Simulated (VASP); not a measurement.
# ZnS (wurtzite type) (P6_3mc) in VASP: further runs

Runs on ZnS (wurtzite type). Level: PBE. Tasks: single point.

All numbers are computed with VASP 6.6.1; they aren't measurements. Logs are shortened: lines on timing, memory, paths and dates and some standing lists are left out, and cuts for length are marked.

## 1. The cell of the first run

Symmetry: P6_3mc, No. 186, hexagonal system. The conventional cell has a = 3.678 Å, b = 3.678 Å, c = 6.064 Å, α = 90.00°, β = 90.00°, γ = 120.00°. Zn (site symmetry 3m) has 4 S at 2.26 Å within 3.0 Å. Within 3.0 Å of S (site symmetry 3m) lie 4 Zn at 2.26 Å.

## 2. Single point, PBE (17.76 Å³/atom)

Input file INCAR:

```
SYSTEM = ZnS
ALGO = Normal ; EDIFF = 1E-7
ENCUT = 520 ; GGA = PE
ISIF = 2 ; ISMEAR = -1
LASPH = .True. ; LCHARG = .False.
LREAL = .False. ; LWAVE = .False.
NBANDS = 26 ; NELM = 80
PREC = Accurate ; SIGMA = 0.05
```

Input file KPOINTS:

```
k-points
0
Gamma
  10 10 6
  0 0 0
```

Input file POSCAR:

```
ZnS
1.0
    3.6782629023      0.0000000000      0.0000000000
   -1.8391314512      3.1854691152      0.0000000000
    0.0000000000      0.0000000000      6.0639073800
Zn S
2 2
Direct
    0.3333333333      0.6666666667      0.0016974233
    0.6666666667      0.3333333333      0.5016974233
    0.3333333333      0.6666666667      0.3743025767
    0.6666666667      0.3333333333      0.8743025767
```

Potentials or basis: VASP PAW PBE potentials, release 64 (Zn, S).

Started as:

```console
$ cat potpaw_PBE.64/Zn/POTCAR potpaw_PBE.64/S/POTCAR > POTCAR
$ mpirun -np 1 vasp_std > vasp.out
```

OUTCAR:

```text
SYSTEM = ZnS
   EDIFF = 1E-7
   ENCUT = 520
   GGA = PE
   ISIF = 2
   ISMEAR = -1
   LASPH = .True.
   LREAL = .False.
   NELM = 80
   PREC = Accurate

 ion  position               nearest neighbor table
   1  0.333  0.667  0.002-   3 2.26   4 2.26   4 2.26   4 2.26
   2  0.667  0.333  0.502-   4 2.26   3 2.26   3 2.26   3 2.26
   3  0.333  0.667  0.374-   1 2.26   2 2.26   2 2.26   2 2.26
   4  0.667  0.333  0.874-   2 2.26   1 2.26   1 2.26   1 2.26

  LATTYP: Found a hexagonal cell.
 ALAT       =     3.6782629023
 C/A-ratio  =     1.6485791095

  Lattice vectors:

 A1 = (   3.6782629023,   0.0000000000,   0.0000000000)
 A2 = (  -1.8391314512,   3.1854691152,   0.0000000000)
 A3 = (   0.0000000000,   0.0000000000,   6.0639073800)

Analysis of symmetry for initial positions (statically):
=====================================================================
 Subroutine PRICEL returns:
 Original cell was already a primitive cell.

 Routine SETGRP: Setting up the symmetry group for a
 hexagonal supercell.

 Subroutine GETGRP returns: Found 12 space group operations
 (whereof  6 operations were pure point group operations)
 out of a pool of 24 trial point group operations.

The static configuration has the point symmetry C_3v.
 The point group associated with its full space group is C_6v.

Analysis of symmetry for dynamics (positions and initial velocities):
=====================================================================
 Subroutine PRICEL returns:
 Original cell was already a primitive cell.

 Routine SETGRP: Setting up the symmetry group for a
 hexagonal supercell.

 Subroutine GETGRP returns: Found 12 space group operations
 (whereof  6 operations were pure point group operations)
 out of a pool of 24 trial point group operations.

The dynamic configuration has the point symmetry C_3v.
 The point group associated with its full space group is C_6v.

 Subroutine INISYM returns: Found 12 space group operations
 (whereof  6 operations are pure point group operations),
 and found     1 'primitive' translations

----------------------------------------------------------------------------------------

                                     Primitive cell

  volume of cell :      71.0508

  direct lattice vectors                    reciprocal lattice vectors
     3.678262902  0.000000000  0.000000000     0.271867462  0.156962752  0.000000000
    -1.839131451  3.185469115  0.000000000     0.000000000  0.313925505  0.000000000
     0.000000000  0.000000000  6.063907380     0.000000000  0.000000000  0.164910171

  length of vectors
     3.678262902  3.678262902  6.063907380     0.313925505  0.313925505  0.164910171

  position of ions in fractional coordinates (direct lattice)
     0.333333333  0.666666667  0.001697423
     0.666666667  0.333333333  0.501697423
     0.333333333  0.666666667  0.374302577
     0.666666667  0.333333333  0.874302577

  ion indices of the primitive-cell ions
   primitive index   ion index
                 1           1
                 2           2
                 3           3
                 4           4

----------------------------------------------------------------------------------------

 KPOINTS: k-points

Automatic generation of k-mesh.
 Grid dimensions read from file:
 generate k-points for:   10   10    6

 Generating k-lattice:

  Cartesian coordinates                     Fractional coordinates (reciprocal lattice)
     0.027186746  0.015696275  0.000000000     0.100000000  0.000000000  0.000000000
     0.000000000  0.031392550  0.000000000     0.000000000  0.100000000  0.000000000
     0.000000000  0.000000000  0.027485028     0.000000000  0.000000000  0.166666667

  Length of vectors
     0.031392550  0.031392550  0.027485028

  Shift w.r.t. Gamma in fractional coordinates (k-lattice)
     0.000000000  0.000000000  0.000000000

 Subroutine IBZKPT returns following result:
 ===========================================

 Found     56 irreducible k-points:

 Following reciprocal coordinates:
            Coordinates               Weight
  0.000000  0.000000  0.000000      1.000000
  0.100000 -0.000000  0.000000      6.000000
  0.200000 -0.000000  0.000000      6.000000
  0.300000 -0.000000  0.000000      6.000000
  0.400000  0.000000  0.000000      6.000000
  0.500000  0.000000  0.000000      3.000000
[... 16 lines left out ...]
  0.300000  0.100000  0.166667     24.000000
  0.400000  0.100000  0.166667     24.000000
 [... further k-points ...]
   k-points           NKPTS =     56   k-points in BZ     NKDIM =     56   number of bands    NBANDS=     26
   number of dos      NEDOS =    301   number of ions     NIONS =      4
   total plane-waves  NPLWV =  37632
   dimension x,y,z NGX =    28 NGY =   28 NGZ =   48
   dimension x,y,z NGXF=    56 NGYF=   56 NGZF=   96
   ions per type =               2   2
   NGX,Y,Z   is equivalent  to a cutoff of  12.66, 12.66, 13.16 a.u.
   NGXF,Y,Z  is equivalent  to a cutoff of  25.31, 25.31, 26.32 a.u.
 SYSTEM =  ZnS
   PREC   = accura    normal or accurate (medium, high low for compatibility)
   ISTART =      0    job   : 0-new  1-cont  2-samecut
   ICHARG =      2    charge: 1-file 2-atom 10-const
   ISPIN  =      1    spin polarized calculation?
   LNONCOLLINEAR =      F non collinear calculations
   LSORBIT =      F    spin-orbit coupling
   LASPH  =      T    aspherical Exc in radial PAW
   ENCUT  =  520.0 eV  38.22 Ry    6.18 a.u.   6.84  6.84 11.27*2*pi/ulx,y,z
   NELM   =     80;   NELMIN=  2; NELMDL= -5     # of ELM steps
   EDIFF  = 0.1E-06   stopping-criterion for ELM
   LREAL  =      F    real-space projection
   EDIFFG = 0.1E-05   stopping-criterion for IOM
   NSW    =      0    number of steps for IOM
   IBRION =     -1    ionic relax: 0-MD 1-quasi-New 2-CG
   NFREE  =      0    steps in history (QN), initial steepest desc. (CG)
   ISIF   =      2    stress and relaxation
   ISYM   =      2    0-nonsym 1-usesym 2-fastsym
   POTIM  = 0.5000    time-step for ionic-motion
   TEBEG  =    0.0;   TEEND  =   0.0 temperature during run
   PSTRESS=    0.0 pullay stress
   NELECT =      36.0000    total number of electrons
   NUPDOWN=      -1.0000    fix difference up-down
   EMIN   =  10.00;   EMAX   =-10.00  energy-range for DOS
   EFERMI =   0.00;   METHOD = LEGACY
   ISMEAR =    -1;   SIGMA  =   0.05  broadening in eV -4-tet -1-fermi 0-gaus
   EFERMI_NEDOS =   21; number of points for ismear=-14 and -15
   IALGO  =     38    algorithm
   IMIX   =      4    mixing-type and parameters
     AMIX     =   0.40;   BMIX     =  1.00
     AMIX_MAG =   1.60;   BMIX_MAG =  1.00
  volume/ion in A,a.u.               =      17.76       119.87
  Fermi-wavevector in a.u.,A,eV,Ry     =   1.305127  2.466332 23.175570  1.703356
  Thomas-Fermi vector in A             =   2.436017
   LORBIT       =      0    0 simple, 1 ext, 2 COOP (PROOUT), +10 PAW based schemes
   GGA     = PE    functional components
   LHFCALC =     F    Hartree Fock is set to
   AEXX    =    0.0000 exact exchange contribution
   IVDW    =     0    specifies the selected vdW correction
   LEPSILON=     F    determine dielectric tensor
   LRPA    =     F    only Hartree local field effects (RPA)
 non-spin polarized calculation
  energy-cutoff  :      520.00
  volume of cell :       71.05
 maximum number of plane-waves:      1928
 NGX is ok and might be reduce to    28
   NGX = 13   NGY = 13   NGZ = 23

 number of electron      36.0000018 magnetization

 Free energy of the ion-electron system (eV)
  ---------------------------------------------------
  ext. energy  EPLUGINS =         0.00000000
  ---------------------------------------------------
  free energy    TOTEN  =       -13.36522684 eV

  energy without entropy =      -13.36522684  energy(sigma->0) =      -13.36522684

 E-fermi :   4.1536     XC(G=0): -10.1280

 val. band max:        3.1797031533   @ k =   0.0000   0.0000   0.0000
 cond. band min:       5.8333657324   @ k =   0.0000   0.0000   0.0000
 fundamental gap:      2.6536625792
 Fermi energy:         4.1535723409

 k-point     1 :       0.0000    0.0000    0.0000
  band No.  band energies     occupation
      1     -10.7904      2.00000
      2      -9.6623      2.00000
      3      -3.6670      2.00000
      4      -3.6356      2.00000
      5      -3.6356      2.00000
      6      -3.5341      2.00000
[... 18 lines left out ...]
     25      10.9098      0.00000
     26      12.8991      0.00000

 k-point     2 :       0.1000   -0.0000    0.0000
  band No.  band energies     occupation
      1     -10.7098      2.00000
      2      -9.6156      2.00000
      3      -3.6561      2.00000
      4      -3.6408      2.00000
      5      -3.6194      2.00000
      6      -3.5290      2.00000
[... 18 lines left out ...]
     25      11.2564      0.00000
     26      12.1930      0.00000

 k-point     3 :       0.2000   -0.0000    0.0000
  band No.  band energies     occupation
      1     -10.4828      2.00000
      2      -9.4946      2.00000
      3      -3.6772      2.00000
      4      -3.6084      2.00000
      5      -3.5808      2.00000
      6      -3.5000      2.00000
[... 18 lines left out ...]
     25      11.4189      0.00000
     26      12.1926      0.00000

 k-point     4 :       0.3000   -0.0000    0.0000
  band No.  band energies     occupation
      1     -10.1576      2.00000
      2      -9.3557      2.00000
      3      -3.6945      2.00000
      4      -3.5769      2.00000
      5      -3.5430      2.00000
      6      -3.4153      2.00000
[... 18 lines left out ...]
     25      12.0424      0.00000
     26      12.7925      0.00000
[... 496 lines left out ...]
      1     -10.2255      2.00000
      2      -9.4668      2.00000
      3      -3.6837      2.00000
      4      -3.5905      2.00000
      5      -3.5578      2.00000
      6      -3.4798      2.00000
[... 18 lines left out ...]
     25      11.9214      0.00000
     26      12.1649      0.00000

 k-point    23 :       0.3000    0.1000    0.1667
  band No.  band energies     occupation
      1      -9.9020      2.00000
      2      -9.3375      2.00000
      3      -3.6765      2.00000
      4      -3.5677      2.00000
      5      -3.5156      2.00000
      6      -3.3749      2.00000
[... 18 lines left out ...]
     25      12.1505      0.00000
     26      12.8929      0.00000

 k-point    24 :       0.4000    0.1000    0.1667
  band No.  band energies     occupation
      1      -9.6465      2.00000
      2      -9.2919      2.00000
      3      -3.6666      2.00000
      4      -3.5163      2.00000
      5      -3.4859      2.00000
      6      -3.3230      2.00000
[... 18 lines left out ...]
     25      12.8743      0.00000
     26      14.2705      0.00000

 [... further k-points ...]
[... 5 lines left out ...]
  --------------------------------------------------------------------------------------
  -------------------------------------------------------------------------------------
  Total        5.2905722      5.2905722      5.3105281     -0.0000000      0.0000000      0.0000000
  in kB      119.3011142    119.3011142    119.7511168     -0.0000000      0.0000000      0.0000000
  external PRESSURE =     119.4511151 kB  Pullay stress =       0.0000000 kB

 VOLUME and BASIS-vectors are now :
 -----------------------------------------------------------------------------
  energy-cutoff  :      520.00
  volume of cell :       71.05
      direct lattice vectors                 reciprocal lattice vectors
     3.678262902  0.000000000  0.000000000     0.271867462  0.156962752  0.000000000
    -1.839131451  3.185469115  0.000000000     0.000000000  0.313925505  0.000000000
     0.000000000  0.000000000  6.063907380     0.000000000  0.000000000  0.164910171

 POSITION                                       TOTAL-FORCE (eV/Angst)
 -----------------------------------------------------------------------------------
     -0.00000      2.12365      0.01029        -0.000000     -0.000000     -0.001808
      1.83913      1.06182      3.04225         0.000000      0.000000     -0.001808
     -0.00000      2.12365      2.26974         0.000000      0.000000      0.001808
      1.83913      1.06182      5.30169        -0.000000      0.000000      0.001808
 -----------------------------------------------------------------------------------
    total drift:                               -0.000000     -0.000001     -0.001157

  FREE ENERGIE OF THE ION-ELECTRON SYSTEM (eV)
  ---------------------------------------------------
  free  energy   TOTEN  =       -13.3652268440 eV

  energy  without entropy=      -13.3652268440  energy(sigma->0) =      -13.36522684
```

It took 2.6 min on 1 thread of Intel Xeon 8259CL, shared host; peak memory 0.23 GiB.

What came out:

* Free energy: -13.3652 eV
* Pressure: 11.9 GPa
* Band gap on the k mesh: 2.65 eV

Levels at points of the mesh, in eV from the valence-band top:
| k point | band 15 | band 16 | band 17 | band 18 | band 19 | band 20 | band 21 | band 22 |
| --- | --- | --- | --- | --- | --- | --- | --- | --- |
| (0.00, 0.00, 0.00) | -1.05 | -0.13 | 0.00 | 0.00 | 2.65 | 3.32 | 6.23 | 6.23 |
| (0.50, 0.00, 0.00) | -3.80 | -2.62 | -2.03 | -1.04 | 3.56 | 4.47 | 4.98 | 6.80 |
| (0.00, 0.00, 0.50) | -0.55 | -0.55 | -0.55 | -0.55 | 3.86 | 3.86 | 6.72 | 6.72 |
| (0.50, 0.00, 0.50) | -1.93 | -1.93 | -1.89 | -1.89 | 3.51 | 3.51 | 5.13 | 5.13 |

Caveat: the cell stands under pressure.

(Continued in part 2 of 2.)
